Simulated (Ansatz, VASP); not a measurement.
**One calculation of AlGaN2, two programs**

POSCAR

```
AlGaN2
1.0
    2.8778610319      0.0000000000      0.0000000000
    0.0000000000      2.8778610319      0.0000000000
    0.0000000000      0.0000000000      5.2694033572
Al Ga N
1 1 2
Direct
    0.5000000000      0.5000000000      0.5000000000
    0.0000000000      0.0000000000      0.0000000000
    0.5000000000      0.0000000000      0.7382648100
    0.0000000000      0.5000000000      0.2617351900
```

The input INCAR.step1:

```
  PREC = Accurate
  ENCUT = 520
  ISMEAR = 0
  SIGMA = 0.05
  LREAL = False
  LASPH = True
  NELM = 80
  NBANDS = 21
  GGA = PE
  ALGO = Normal
  EDIFF = 1E-4
  LWAVE = True
  LCHARG = False
```

INCAR.step2

```
  PREC = Accurate
  ENCUT = 520
  EDIFF = 1E-6
  ISMEAR = 0
  SIGMA = 0.05
  LREAL = False
  LASPH = True
  NELM = 80
  ALGO = Normal
  ISIF = 2
  LWAVE = False
  LCHARG = True
  METAGGA = R2SCAN
  LMIXTAU = True
  LELF = True
  LVHAR = True
  NBANDS = 21
  ISTART = 1
```

Contents of KPOINTS:

```
Automatic mesh
0
Gamma
  8 8 6
```

Input for Ansatz:

```yaml
crystal:
  lattice:
    - [2.8778610319, 0.0, 0.0]
    - [0.0, 2.8778610319, 0.0]
    - [0.0, 0.0, 5.2694033572]
  atoms:
    - { symbol: Al, position: [0.5, 0.5, 0.5] }
    - { symbol: Ga, position: [0.0, 0.0, 0.0] }
    - { symbol: "N", position: [0.5, 0.0, 0.73826481] }
    - { symbol: "N", position: [0.0, 0.5, 0.26173519] }
basis:
  ecutwfc: 500
kpoints:
  mp_grid: { grid: [8, 8, 6] }
hamiltonian:
  xc: r2scan
scf:
  occupations: { method: gaussian, width: 0.05 }
output:
  forces: true
  stress: true
  eigenvalues: true
```

Alike in both runs: task single point; functional r2SCAN; k mesh 8 × 8 × 6; occupations gaussian, width 0.05 eV; no spin polarisation.

|  | VASP | Ansatz |
| --- | --- | --- |
| version | VASP 6.6.1 | Ansatz 0.2.0 |
| potentials or method | VASP PAW PBE potentials, release 64 (Al, Ga_d, N), cutoff 520 eV | scalar-relativistic, plane waves, PAW |
| valence electrons in the cell | 26 | 26 |

|  | VASP | Ansatz | Ansatz less VASP |
| --- | --- | --- | --- |
| gap on the k mesh at the Fermi level (eV) | 1.95 | 1.94 | -0.007 |
| least direct gap on the mesh (eV) | 2.07 | 2.06 | -0.008 |
| pressure (GPa) | -3.3 | -3.6 | -0.33 |
| traceless stress, the component that is largest in VASP (GPa) | -43.56 | -43.65 | -0.092 |
| rms of the force components (eV/Å) | 0.107 | 0.146 | +0.0383 |

VASP's potentials were made for PBE, not for r2SCAN. Atom by atom the forces differ by 0.038 eV/Å (rms over components).
